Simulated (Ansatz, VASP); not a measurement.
One calculation of Ge, two programs

```
Ge
1.0
     4.07754    0.00000    0.00000
    -2.03877    3.53125    0.00000
     0.00000    0.00000    6.59938
Ge
4
Direct
  0.66667 0.33333 0.06290
  0.33333 0.66667 0.56290
  0.66667 0.33333 0.43710
  0.33333 0.66667 0.93710
```

Change from the starting cell: equal xx and yy strain of +2 %.

Alike in both runs: task single point; functional PBE; k mesh 11 × 11 × 6; occupations fermi-dirac, width 0.05 eV; no spin polarisation.

```csv
,VASP,Ansatz
version,VASP 6.6.1,Ansatz 0.2.0
potentials or method,"VASP PAW PBE potentials, release 64 (Ge_d), cutoff 520 eV","all-electron LAPW, scalar-relativistic"
```

```tsv
	VASP	Ansatz	Ansatz less VASP
pressure (GPa)	0.3	0.3	+0.05
traceless stress, the component that is largest in VASP (GPa)	2.09	2.09	-0.002
rms of the force components (eV/Å)	0.106	0.106	+0.0005
```

Atom by atom the forces differ by 0.001 eV/Å (rms over components). Ansatz ran all-electron here, and VASP with PAW potentials.
